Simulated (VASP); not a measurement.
# HfC (P6_3/mmc) in VASP: density of states with PBEsol

Aim: the density of states of HfC with PBEsol.

Everything below comes from runs of VASP 6.6.1. Logs are shortened: lines on timing, memory, paths and dates and some standing lists are left out, and cuts for length are marked.

### 1 The cell of the first run

It takes space group P6_3/mmc (No. 194, hexagonal). The conventional cell has a = 3.343 Å, b = 3.343 Å, c = 5.203 Å, α = 90.00°, β = 90.00°, γ = 120.00°. Within 3.1 Å of Hf (site symmetry -6m2) lie 6 C at 2.33 Å. Within 3.1 Å of C (site symmetry -3m) lie 6 Hf at 2.33 Å and 2 C at 2.60 Å.

### 2 Density of states, PBEsol

File POSCAR:

```
HfC
1.0
    3.3428700000      0.0000000000      0.0000000000
   -1.6714300000      2.8950100000      0.0000000000
    0.0000000000      0.0000000000      5.2027100000
Hf C
2 2
Direct
    0.6666666667      0.3333333333      0.7500000000
    0.3333333333      0.6666666667      0.2500000000
    0.0000000000      0.0000000000      0.0000000000
    0.0000000000      0.0000000000      0.5000000000
```

File INCAR.step1:

```
PREC = Accurate
ENCUT = 520
EDIFF = 1E-6
ISMEAR = -1
SIGMA = 0.15
LREAL = F
LASPH = T
NELM = 80
ALGO = Normal
ISIF = 2
LWAVE = F
LCHARG = T
LMAXMIX = 4
GGA = PS
NBANDS = 22
```

File KPOINTS.step1:

```
regular mesh
0
Gamma
  7 7 4
```

File INCAR.step2:

```
PREC = Accurate
ENCUT = 520
EDIFF = 1E-6
ISMEAR = -5
SIGMA = 0.15
LREAL = F
LASPH = T
NELM = 80
ALGO = Normal
ISIF = 2
LWAVE = F
LCHARG = F
LMAXMIX = 4
GGA = PS
LORBIT = 11
NEDOS = 2001
ICHARG = 11
```

File KPOINTS.step2:

```
regular mesh
0
Gamma
  11 11 6
```

Potentials or basis: VASP PAW PBE potentials, release 64 (Hf_pv, C).

Command:

```
> cat potpaw_PBE.64/Hf_pv/POTCAR potpaw_PBE.64/C/POTCAR > POTCAR
> cp INCAR.step1 INCAR
> cp KPOINTS.step1 KPOINTS
> mpirun -np 1 vasp_std > vasp.out
> cp INCAR.step2 INCAR
> cp KPOINTS.step2 KPOINTS
> mpirun -np 1 vasp_std > vasp.out
```

OUTCAR:

```text
PREC = Accurate
   ENCUT = 520
   EDIFF = 1E-6
   ISMEAR = -5
   LREAL = F
   LASPH = T
   NELM = 80
   ISIF = 2
   GGA = PS
   LORBIT = 11
   ICHARG = 11

 ion  position               nearest neighbor table
   1  0.667  0.333  0.750-   3 2.33   4 2.33   3 2.33   4 2.33   3 2.33   4 2.33   2 3.24   2 3.24
                             2 3.24   2 3.24   2 3.24   2 3.24
   2  0.333  0.667  0.250-   3 2.33   4 2.33   3 2.33   4 2.33   3 2.33   4 2.33   1 3.24   1 3.24
                             1 3.24   1 3.24   1 3.24   1 3.24
   3  0.000  0.000  0.000-   1 2.33   2 2.33   2 2.33   1 2.33   1 2.33   2 2.33
   4  0.000  0.000  0.500-   1 2.33   2 2.33   2 2.33   1 2.33   1 2.33   2 2.33

  LATTYP: Found a hexagonal cell.
 ALAT       =     3.3428700000
 C/A-ratio  =     1.5563602533

  Lattice vectors:

 A1 = (   3.3428700000,   0.0000000000,   0.0000000000)
 A2 = (  -1.6714300000,   2.8950100000,   0.0000000000)
 A3 = (   0.0000000000,   0.0000000000,   5.2027100000)

Analysis of symmetry for initial positions (statically):
=====================================================================
 Subroutine PRICEL returns:
 Original cell was already a primitive cell.

 Routine SETGRP: Setting up the symmetry group for a
 hexagonal supercell.

 Subroutine GETGRP returns: Found 24 space group operations
 (whereof 12 operations were pure point group operations)
 out of a pool of 24 trial point group operations.

The static configuration has the point symmetry D_3d.
 The point group associated with its full space group is D_6h.

Analysis of symmetry for dynamics (positions and initial velocities):
=====================================================================
 Subroutine PRICEL returns:
 Original cell was already a primitive cell.

 Routine SETGRP: Setting up the symmetry group for a
 hexagonal supercell.

 Subroutine GETGRP returns: Found 24 space group operations
 (whereof 12 operations were pure point group operations)
 out of a pool of 24 trial point group operations.

The dynamic configuration has the point symmetry D_3d.
 The point group associated with its full space group is D_6h.

 Subroutine INISYM returns: Found 24 space group operations
 (whereof 12 operations are pure point group operations),
 and found     1 'primitive' translations

----------------------------------------------------------------------------------------

                                     Primitive cell

  volume of cell :      50.3500

  direct lattice vectors                    reciprocal lattice vectors
     3.342870000  0.000000000  0.000000000     0.299144149  0.172710458  0.000000000
    -1.671430000  2.895010000  0.000000000     0.000000000  0.345421950  0.000000000
     0.000000000  0.000000000  5.202710000     0.000000000  0.000000000  0.192207523

  length of vectors
     3.342870000  3.342867204  5.202710000     0.345421661  0.345421950  0.192207523

  position of ions in fractional coordinates (direct lattice)
     0.666666667  0.333333333  0.750000000
     0.333333333  0.666666667  0.250000000
     0.000000000  0.000000000  0.000000000
     0.000000000  0.000000000  0.500000000

  ion indices of the primitive-cell ions
   primitive index   ion index
                 1           1
                 2           2
                 3           3
                 4           4

----------------------------------------------------------------------------------------

 KPOINTS: regular mesh

Automatic generation of k-mesh.
 Grid dimensions read from file:
 generate k-points for:   11   11    6

 Generating k-lattice:

  Cartesian coordinates                     Fractional coordinates (reciprocal lattice)
     0.027194923  0.015700951  0.000000000     0.090909091 -0.000000000  0.000000000
     0.000000000  0.031401995  0.000000000     0.000000000  0.090909091  0.000000000
     0.000000000  0.000000000  0.032034587     0.000000000  0.000000000  0.166666667

  Length of vectors
     0.031401969  0.031401995  0.032034587

  Shift w.r.t. Gamma in fractional coordinates (k-lattice)
     0.000000000  0.000000000  0.000000000

 TETIRR: Found    759 inequivalent tetrahedra from     4356

 Subroutine IBZKPT returns following result:
 ===========================================

 Found     64 irreducible k-points:

 Following reciprocal coordinates:
            Coordinates               Weight
  0.000000  0.000000  0.000000      1.000000
  0.090909 -0.000000  0.000000      6.000000
  0.181818 -0.000000  0.000000      6.000000
  0.272727  0.000000  0.000000      6.000000
  0.363636 -0.000000  0.000000      6.000000
  0.454545  0.000000  0.000000      6.000000
[... 16 lines left out ...]
  0.090909  0.090909  0.166667     12.000000
  0.181818  0.090909  0.166667     24.000000
 [... further k-points ...]
   k-points           NKPTS =     64   k-points in BZ     NKDIM =     64   number of bands    NBANDS=     18
   number of dos      NEDOS =   2001   number of ions     NIONS =      4
   total plane-waves  NPLWV =  31360
   dimension x,y,z NGX =    28 NGY =   28 NGZ =   40
   dimension x,y,z NGXF=    56 NGYF=   56 NGZF=   80
   ions per type =               2   2
   NGX,Y,Z   is equivalent  to a cutoff of  13.92, 13.92, 12.78 a.u.
   NGXF,Y,Z  is equivalent  to a cutoff of  27.85, 27.85, 25.56 a.u.
 SYSTEM =  unknown system
   PREC   = accura    normal or accurate (medium, high low for compatibility)
   ISTART =      0    job   : 0-new  1-cont  2-samecut
   ICHARG =     11    charge: 1-file 2-atom 10-const
   ISPIN  =      1    spin polarized calculation?
   LNONCOLLINEAR =      F non collinear calculations
   LSORBIT =      F    spin-orbit coupling
   LASPH  =      T    aspherical Exc in radial PAW
   ENCUT  =  520.0 eV  38.22 Ry    6.18 a.u.   6.22  6.22  9.67*2*pi/ulx,y,z
   NELM   =     80;   NELMIN=  2; NELMDL=  0     # of ELM steps
   EDIFF  = 0.1E-05   stopping-criterion for ELM
   LREAL  =      F    real-space projection
   EDIFFG = 0.1E-04   stopping-criterion for IOM
   NSW    =      0    number of steps for IOM
   IBRION =     -1    ionic relax: 0-MD 1-quasi-New 2-CG
   NFREE  =      0    steps in history (QN), initial steepest desc. (CG)
   ISIF   =      2    stress and relaxation
   ISYM   =      2    0-nonsym 1-usesym 2-fastsym
   POTIM  = 0.5000    time-step for ionic-motion
   TEBEG  =    0.0;   TEEND  =   0.0 temperature during run
   PSTRESS=    0.0 pullay stress
   NELECT =      28.0000    total number of electrons
   NUPDOWN=      -1.0000    fix difference up-down
   EMIN   =  10.00;   EMAX   =-10.00  energy-range for DOS
   EFERMI =   0.00;   METHOD = LEGACY
   ISMEAR =    -5;   SIGMA  =   0.15  broadening in eV -4-tet -1-fermi 0-gaus
   EFERMI_NEDOS =   21; number of points for ismear=-14 and -15
   IALGO  =     38    algorithm
   IMIX   =      4    mixing-type and parameters
     AMIX     =   0.40;   BMIX     =  1.00
     AMIX_MAG =   1.60;   BMIX_MAG =  1.00
  volume/ion in A,a.u.               =      12.59        84.94
  Fermi-wavevector in a.u.,A,eV,Ry     =   1.346256  2.544056 24.659285  1.812406
  Thomas-Fermi vector in A             =   2.474103
   LORBIT       =     11    0 simple, 1 ext, 2 COOP (PROOUT), +10 PAW based schemes
   GGA     = PS    functional components
   LHFCALC =     F    Hartree Fock is set to
   AEXX    =    0.0000 exact exchange contribution
   IVDW    =     0    specifies the selected vdW correction
   LEPSILON=     F    determine dielectric tensor
   LRPA    =     F    only Hartree local field effects (RPA)
 non-spin polarized calculation
 Fermi weights with tetrahedron method with Bloechl corrections
  energy-cutoff  :      520.00
  volume of cell :       50.35
 maximum number of plane-waves:      1375
 NGX is ok and might be reduce to    28

 number of electron      28.0000003 magnetization

 Free energy of the ion-electron system (eV)
  ---------------------------------------------------
  ext. energy  EPLUGINS =         0.00000000
  ---------------------------------------------------
  free energy    TOTEN  =       -43.59258098 eV

  energy without entropy =      -43.59258098  energy(sigma->0) =      -43.59258098

 E-fermi :   6.4772     XC(G=0): -12.4123

 val. band max:        6.6080456163   @ k =   0.3636   0.2727   0.0000
 cond. band min:       6.3411899685   @ k =   0.2727   0.2727   0.1667
 fundamental gap:     -0.2668556478
 Fermi energy:         6.4772493919

 k-point     1 :       0.0000    0.0000    0.0000
  band No.  band energies     occupation
      1     -24.2975      2.00000
      2     -23.7290      2.00000
      3     -23.7290      2.00000
      4     -23.6384      2.00000
      5     -23.6384      2.00000
      6     -23.5504      2.00000
[... 10 lines left out ...]
     17       8.1491      0.00000
     18       8.1987      0.00000

 k-point     2 :       0.0909   -0.0000    0.0000
  band No.  band energies     occupation
      1     -24.2781      2.00000
      2     -23.7680      2.00000
      3     -23.7440      2.00000
      4     -23.6752      2.00000
      5     -23.6399      2.00000
      6     -23.5579      2.00000
[... 10 lines left out ...]
     17       7.8783      0.00000
     18       8.6123      0.00000

 k-point     3 :       0.1818   -0.0000    0.0000
  band No.  band energies     occupation
      1     -24.2230      2.00000
      2     -23.8735      2.00000
      3     -23.7809      2.00000
      4     -23.7699      2.00000
      5     -23.6473      2.00000
      6     -23.5807      2.00000
[... 412 lines left out ...]
 k-point    23 :       0.0909    0.0909    0.1667
  band No.  band energies     occupation
      1     -24.2057      2.00000
      2     -23.8133      2.00000
      3     -23.8028      2.00000
      4     -23.7324      2.00000
      5     -23.6611      2.00000
      6     -23.5990      2.00000
[... 10 lines left out ...]
     17       9.0875      0.00000
     18       9.6005      0.00000

 k-point    24 :       0.1818    0.0909    0.1667
  band No.  band energies     occupation
      1     -24.1590      2.00000
      2     -23.9297      2.00000
      3     -23.8811      2.00000
      4     -23.7842      2.00000
      5     -23.6833      2.00000
      6     -23.6158      2.00000
[... 10 lines left out ...]
     17       9.3907      0.00000
     18      10.5092      0.00000

 [... further k-points ...]

------------------------ aborting loop because EDIFF is reached ----------------------------------------

  FORCE on cell =-STRESS in cart. coord.  units (eV):
  Direction    XX          YY          ZZ          XY          YZ          ZX
  --------------------------------------------------------------------------------------
  -------------------------------------------------------------------------------------
  Total       -2.7374372     -2.7374366     -2.2748483     -0.0000047      0.0000000      0.0000000
  in kB      -87.1075045    -87.1074839    -72.3875445     -0.0001504      0.0000000      0.0000000
  external PRESSURE =     -82.2008443 kB  Pullay stress =       0.0000000 kB

 VOLUME and BASIS-vectors are now :
 -----------------------------------------------------------------------------
  energy-cutoff  :      520.00
  volume of cell :       50.35
      direct lattice vectors                 reciprocal lattice vectors
     3.342870000  0.000000000  0.000000000     0.299144149  0.172710458  0.000000000
    -1.671430000  2.895010000  0.000000000     0.000000000  0.345421950  0.000000000
     0.000000000  0.000000000  5.202710000     0.000000000  0.000000000  0.192207523

 POSITION                                       TOTAL-FORCE (eV/Angst)
 -----------------------------------------------------------------------------------
      1.67144      0.96500      3.90203        -0.000000     -0.000000      0.000000
      0.00000      1.93001      1.30068         0.000000      0.000000      0.000000
      0.00000      0.00000      0.00000        -0.000000      0.000000      0.000000
      0.00000      0.00000      2.60135        -0.000000      0.000000      0.000000
 -----------------------------------------------------------------------------------
    total drift:                               -0.000000      0.000000     -0.000000

  FREE ENERGIE OF THE ION-ELECTRON SYSTEM (eV)
  ---------------------------------------------------
  free  energy   TOTEN  =       -43.5925809794 eV

  energy  without entropy=      -43.5925809794  energy(sigma->0) =      -43.59258098

 total charge

# of ion       s       p       d       tot
------------------------------------------
    1        0.311   6.591   1.727   8.629
    2        0.311   6.591   1.727   8.629
    3        0.872   1.463   0.000   2.335
    4        0.872   1.463   0.000   2.335
--------------------------------------------------
tot          2.366  16.109   3.454  21.929
```

It took 26 s on 1 thread of Intel Xeon 6975P-C (Granite Rapids), shared host; peak memory 0.2 GiB.

Results:

```yaml
Valence_electrons_inside_the_program's_atomic_spheres: Hf 8.63; C 2.33
```

Caveat: the PAW data sets were made with another functional, which shifts forces and pressure a little; spin-orbit coupling is left out, which moves the levels of the heavy elements; tetrahedron occupations give inexact forces and stress in metals.
